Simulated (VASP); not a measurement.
Wanted: the native input for a VASP 6.6.1 run.

```yaml
Task: single point
Functional: PBE
Dispersion: D3(BJ)
Potentials_or_basis: VASP PAW PBE potentials, release 64 (Al)
Cutoff: 520 eV
k_mesh: 22 × 22 × 22
Occupations: gaussian, width 0.15 eV
Spin: no spin polarisation
Dipole_correction: no
Further_INCAR_settings: ALGO = Normal; EDIFF = 1e-07; NBANDS = 8
```

The structure of Al lies in POSCAR:

```
Al
1.0
    0.0000000000      1.8786152471      1.8786152471
    1.8786152471      0.0000000000      1.8786152471
    1.8786152471      1.8786152471      0.0000000000
Al
1
Direct
    0.0000000000      0.0000000000      0.0000000000
```

The input as run:

INCAR

```
PREC = Accurate
ENCUT = 520
EDIFF = 1E-7
ISMEAR = 0
SIGMA = 0.15
LREAL = False
LASPH = True
NELM = 80
ALGO = Normal
ISIF = 2
LWAVE = False
LCHARG = False
GGA = PE
IVDW = 12
NBANDS = 8
```

KPOINTS

```
regular mesh
0
Gamma
  22 22 22
```

Potentials or basis: VASP PAW PBE potentials, release 64 (Al).

Launch:

```bash
$ cat potpaw_PBE.64/Al/POTCAR > POTCAR
$ mpirun -np 1 vasp_std > vasp.out
```

Results of the run:

The pressure is 22.3 GPa and the band gap on the k mesh is zero (an odd number of electrons rules out a gap without spin polarisation). The dispersion energy per atom is -0.422 eV.

Caveat: the cell stands under pressure.

Wall time 15 s on 1 thread of Intel(R) Xeon(R) Platinum 8488C (Sapphire Rapids), on a shared host, peak memory 0.15 GiB.
